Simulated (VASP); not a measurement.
# AlN (P6_3mc) in VASP: a series of runs

The runs below take AlN through electric field gradients, with PBEsol.

All numbers are computed with VASP 6.6.1; they aren't measurements. Logs are shortened: lines on timing, memory, paths and dates and some standing lists are left out, and cuts for length are marked.

**1. The cell of the first run**

The structure is hexagonal, space group P6_3mc (No. 186). Conventional cell: a = 3.047 Å, b = 3.047 Å, c = 4.876 Å, α = 90.00°, β = 90.00°, γ = 120.00°. Al (site symmetry 3m) has 4 N at 1.85 to 1.88 Å within 2.5 Å. N (site symmetry 3m) has 4 Al at 1.85 to 1.88 Å within 2.5 Å.

**2. Electric field gradients, PBEsol (volume scaled by 0.94)**

INCAR reads:

```
PREC     = Accurate       # precision mode
ENCUT    = 520            # plane-wave cutoff, eV
EDIFF    = 1E-8           # SCF threshold, eV
ISMEAR   = -1             # smearing method
SIGMA    = 0.03           # smearing width, eV
LREAL    = False          # projectors in reciprocal space
LASPH    = True           # aspherical terms in the spheres
NELM     = 80             # most SCF steps
ALGO     = Normal         # electronic algorithm
ISIF     = 2              # what is computed and relaxed
LWAVE    = False          # write WAVECAR
LCHARG   = False          # write CHGCAR
GGA      = PS             # functional
LEFG     = True         
NBANDS   = 16             # bands
```

KPOINTS reads:

```
Automatic mesh
0
Gamma
  10 10 6
```

POSCAR reads:

```
AlN
1.0
    3.0474944919      0.0000000000      0.0000000000
   -1.5237472460      2.6392076479      0.0000000000
    0.0000000000      0.0000000000      4.8763796492
Al N
2 2
Direct
    0.3333333333      0.6666666667      0.0000000000
    0.6666666667      0.3333333333      0.5000000000
    0.3333333333      0.6666666667      0.3850000000
    0.6666666667      0.3333333333      0.8850000000
```

Potentials or basis: VASP PAW PBE potentials, release 64 (Al, N).

On the command line:

```
> cat potpaw_PBE.64/Al/POTCAR potpaw_PBE.64/N/POTCAR > POTCAR
> mpirun -np 1 vasp_std > vasp.out
```

OUTCAR:

```text
PREC = Accurate
   ENCUT = 520
   EDIFF = 1E-8
   ISMEAR = -1
   LREAL = False
   LASPH = True
   NELM = 80
   ISIF = 2
   GGA = PS

 ion  position               nearest neighbor table
   1  0.333  0.667  0.000-   4 1.85   4 1.85   4 1.85   3 1.88   2 3.01   2 3.01   2 3.01   2 3.01
                             2 3.01   2 3.01
   2  0.667  0.333  0.500-   3 1.85   3 1.85   3 1.85   4 1.88   1 3.01   1 3.01   1 3.01   1 3.01
                             1 3.01   1 3.01
   3  0.333  0.667  0.385-   2 1.85   2 1.85   2 1.85   1 1.88
   4  0.667  0.333  0.885-   1 1.85   1 1.85   1 1.85   2 1.88

  LATTYP: Found a hexagonal cell.
 ALAT       =     3.0474944919
 C/A-ratio  =     1.6001274694

  Lattice vectors:

 A1 = (   3.0474944919,   0.0000000000,   0.0000000000)
 A2 = (  -1.5237472460,   2.6392076479,   0.0000000000)
 A3 = (   0.0000000000,   0.0000000000,   4.8763796492)

Analysis of symmetry for initial positions (statically):
=====================================================================
 Subroutine PRICEL returns:
 Original cell was already a primitive cell.

 Routine SETGRP: Setting up the symmetry group for a
 hexagonal supercell.

 Subroutine GETGRP returns: Found 12 space group operations
 (whereof  6 operations were pure point group operations)
 out of a pool of 24 trial point group operations.

The static configuration has the point symmetry C_3v.
 The point group associated with its full space group is C_6v.

Analysis of symmetry for dynamics (positions and initial velocities):
=====================================================================
 Subroutine PRICEL returns:
 Original cell was already a primitive cell.

 Routine SETGRP: Setting up the symmetry group for a
 hexagonal supercell.

 Subroutine GETGRP returns: Found 12 space group operations
 (whereof  6 operations were pure point group operations)
 out of a pool of 24 trial point group operations.

The dynamic configuration has the point symmetry C_3v.
 The point group associated with its full space group is C_6v.

 Subroutine INISYM returns: Found 12 space group operations
 (whereof  6 operations are pure point group operations),
 and found     1 'primitive' translations

----------------------------------------------------------------------------------------

                                     Primitive cell

  volume of cell :      39.2206

  direct lattice vectors                    reciprocal lattice vectors
     3.047494492  0.000000000  0.000000000     0.328138411  0.189450800  0.000000000
    -1.523747246  2.639207648  0.000000000     0.000000000  0.378901600  0.000000000
     0.000000000  0.000000000  4.876379649     0.000000000  0.000000000  0.205070169

  length of vectors
     3.047494492  3.047494492  4.876379649     0.378901600  0.378901600  0.205070169

  position of ions in fractional coordinates (direct lattice)
     0.333333333  0.666666667  0.000000000
     0.666666667  0.333333333  0.500000000
     0.333333333  0.666666667  0.385000000
     0.666666667  0.333333333  0.885000000

  ion indices of the primitive-cell ions
   primitive index   ion index
                 1           1
                 2           2
                 3           3
                 4           4

----------------------------------------------------------------------------------------

 KPOINTS: Automatic mesh

Automatic generation of k-mesh.
 Grid dimensions read from file:
 generate k-points for:   10   10    6

 Generating k-lattice:

  Cartesian coordinates                     Fractional coordinates (reciprocal lattice)
     0.032813841  0.018945080  0.000000000     0.100000000  0.000000000  0.000000000
     0.000000000  0.037890160  0.000000000     0.000000000  0.100000000  0.000000000
     0.000000000  0.000000000  0.034178362     0.000000000  0.000000000  0.166666667

  Length of vectors
     0.037890160  0.037890160  0.034178362

[... 37 lines left out ...]
   total plane-waves  NPLWV =  20736
   dimension x,y,z NGX =    24 NGY =   24 NGZ =   36
   dimension x,y,z NGXF=    48 NGYF=   48 NGZF=   72
   ions per type =               2   2
   NGX,Y,Z   is equivalent  to a cutoff of  13.09, 13.09, 12.27 a.u.
   NGXF,Y,Z  is equivalent  to a cutoff of  26.18, 26.18, 24.55 a.u.
 SYSTEM =  unknown system
   PREC   = accura    normal or accurate (medium, high low for compatibility)
   ISTART =      0    job   : 0-new  1-cont  2-samecut
   ICHARG =      2    charge: 1-file 2-atom 10-const
   ISPIN  =      1    spin polarized calculation?
   LNONCOLLINEAR =      F non collinear calculations
   LSORBIT =      F    spin-orbit coupling
   LASPH  =      T    aspherical Exc in radial PAW
   ENCUT  =  520.0 eV  38.22 Ry    6.18 a.u.   5.67  5.67  9.07*2*pi/ulx,y,z
   NELM   =     80;   NELMIN=  2; NELMDL= -5     # of ELM steps
   EDIFF  = 0.1E-07   stopping-criterion for ELM
   LREAL  =      F    real-space projection
   EDIFFG = 0.1E-06   stopping-criterion for IOM
   NSW    =      0    number of steps for IOM
   IBRION =     -1    ionic relax: 0-MD 1-quasi-New 2-CG
   NFREE  =      0    steps in history (QN), initial steepest desc. (CG)
   ISIF   =      2    stress and relaxation
   ISYM   =      2    0-nonsym 1-usesym 2-fastsym
   POTIM  = 0.5000    time-step for ionic-motion
   TEBEG  =    0.0;   TEEND  =   0.0 temperature during run
   PSTRESS=    0.0 pullay stress
   NELECT =      16.0000    total number of electrons
   NUPDOWN=      -1.0000    fix difference up-down
   EMIN   =  10.00;   EMAX   =-10.00  energy-range for DOS
   EFERMI =   0.00;   METHOD = LEGACY
   ISMEAR =    -1;   SIGMA  =   0.03  broadening in eV -4-tet -1-fermi 0-gaus
   EFERMI_NEDOS =   21; number of points for ismear=-14 and -15
   IALGO  =     38    algorithm
   IMIX   =      4    mixing-type and parameters
     AMIX     =   0.40;   BMIX     =  1.00
     AMIX_MAG =   1.60;   BMIX_MAG =  1.00
  volume/ion in A,a.u.               =       9.81        66.17
  Fermi-wavevector in a.u.,A,eV,Ry     =   1.214163  2.294434 20.057581  1.474191
  Thomas-Fermi vector in A             =   2.349591
   LORBIT       =      0    0 simple, 1 ext, 2 COOP (PROOUT), +10 PAW based schemes
   GGA     = PS    functional components
   LHFCALC =     F    Hartree Fock is set to
   AEXX    =    0.0000 exact exchange contribution
   IVDW    =     0    specifies the selected vdW correction
   LEPSILON=     F    determine dielectric tensor
   LRPA    =     F    only Hartree local field effects (RPA)
 non-spin polarized calculation
  energy-cutoff  :      520.00
  volume of cell :       39.22
 maximum number of plane-waves:      1087
 NGX is ok and might be reduce to    24
   NGX = 11   NGY = 11   NGZ = 19

 number of electron      15.9999998 magnetization

 Free energy of the ion-electron system (eV)
  ---------------------------------------------------
  ext. energy  EPLUGINS =         0.00000000
  ---------------------------------------------------
  free energy    TOTEN  =       -31.19340168 eV

  energy without entropy =      -31.19340168  energy(sigma->0) =      -31.19340168

 E-fermi :   7.2802     XC(G=0): -11.3852

 val. band max:        6.7395118081   @ k =   0.0000   0.0000   0.0000
 cond. band min:      11.3819322735   @ k =   0.0000   0.0000   0.0000
 fundamental gap:      4.6424204654
 Fermi energy:         7.2802180534

 k-point     1 :       0.0000    0.0000    0.0000
  band No.  band energies     occupation
      1      -8.8736      2.00000
      2      -6.4853      2.00000
      3       0.3525      2.00000
      4       5.7601      2.00000
      5       5.7601      2.00000
      6       6.4296      2.00000
[... 433 lines left out ...]
      3       0.9736      2.00000
      4       2.0763      2.00000
      5       3.4553      2.00000
      6       4.2722      2.00000
[... 8 lines left out ...]
     15      19.7271      0.00000
     16      22.2308      0.00000

 [... further k-points ...]
[... 5 lines left out ...]
  --------------------------------------------------------------------------------------
  -------------------------------------------------------------------------------------
  Total        3.9440465      3.9440465      3.0098290     -0.0000000     -0.0000000      0.0000000
  in kB      161.1159761    161.1159761    122.9527965     -0.0000000     -0.0000000      0.0000000
  external PRESSURE =     148.3949162 kB  Pullay stress =       0.0000000 kB

 VOLUME and BASIS-vectors are now :
 -----------------------------------------------------------------------------
  energy-cutoff  :      520.00
  volume of cell :       39.22
      direct lattice vectors                 reciprocal lattice vectors
     3.047494492  0.000000000  0.000000000     0.328138411  0.189450800  0.000000000
    -1.523747246  2.639207648  0.000000000     0.000000000  0.378901600  0.000000000
     0.000000000  0.000000000  4.876379649     0.000000000  0.000000000  0.205070169

 POSITION                                       TOTAL-FORCE (eV/Angst)
 -----------------------------------------------------------------------------------
     -0.00000      1.75947      0.00000         0.000000     -0.000000      0.181506
      1.52375      0.87974      2.43819         0.000000      0.000000      0.181506
     -0.00000      1.75947      1.87741        -0.000000     -0.000000     -0.181506
      1.52375      0.87974      4.31560        -0.000000     -0.000000     -0.181506
 -----------------------------------------------------------------------------------
    total drift:                               -0.000000      0.000000      0.000038

  FREE ENERGIE OF THE ION-ELECTRON SYSTEM (eV)
  ---------------------------------------------------
  free  energy   TOTEN  =       -31.1934016776 eV

  energy  without entropy=      -31.1934016776  energy(sigma->0) =      -31.19340168

 Electric field gradients (V/A^2)
---------------------------------------------------------------------
 ion       V_xx      V_yy      V_zz      V_xy      V_xz      V_yz
---------------------------------------------------------------------
   1      -4.614    -4.614     9.229    -0.000    -0.000     0.000
   2      -4.614    -4.614     9.229    -0.000     0.000    -0.000
   3      -0.596    -0.596     1.192     0.001     0.000    -0.000
   4      -0.596    -0.596     1.192     0.001    -0.000     0.000
---------------------------------------------------------------------

 Electric field gradients after diagonalization (V/A^2)
 (convention: |V_zz| > |V_xx| > |V_yy|)
----------------------------------------------------------------------
 ion       V_xx      V_yy      V_zz     asymmetry (V_yy - V_xx)/ V_zz
----------------------------------------------------------------------
   1      -4.614    -4.614     9.229       0.000
   2      -4.614    -4.614     9.229       0.000
   3      -0.597    -0.595     1.192       0.001
   4      -0.597    -0.595     1.192       0.001
----------------------------------------------------------------------

           NMR quadrupolar parameters

 Cq : quadrupolar parameter    Cq=e*Q*V_zz/h
 eta: asymmetry parameters     (V_yy - V_xx)/ V_zz
 Q  : nuclear electric quadrupole moment in mb (millibarn)
----------------------------------------------------------------------
 ion       Cq(MHz)       eta       Q (mb)
----------------------------------------------------------------------
   1       0.022       0.000       1.000
   2       0.022       0.000       1.000
   3       0.003       0.001       1.000
   4       0.003       0.001       1.000
----------------------------------------------------------------------
```

Run time: 25 s. Hardware: 1 thread of Intel Xeon Platinum 8259CL at 2.50GHz (Skylake/Cascade Lake), shared host; peak memory 0.16 GiB.

What came out:

```
Free energy            : -31.1934 eV
Pressure               : 14.8 GPa
Largest force          : 0.182 eV/Å
Band gap on the k mesh : 4.64 eV, direct
```

Forces on the atoms (eV/Å):
```
Al   0.000  0.000  0.182
Al   0.000  0.000  0.182
N    0.000  0.000 -0.182
N    0.000  0.000 -0.182
```

Electric field gradients, principal values (V/Å²):
```tsv
atom	least	middle	greatest (by size)
1 Al	-4.614	-4.614	9.229
2 Al	-4.614	-4.614	9.229
3 N	-0.595	-0.597	1.192
4 N	-0.595	-0.597	1.192
```

Caveat: without QUAD_EFG the Cq values of the log hold for a quadrupole moment of 1 mb, not for the nuclei; the PAW data sets were made with another functional, which shifts forces and pressure a little. A k mesh can miss the band edges.

(Continued in part 2 of 2.)
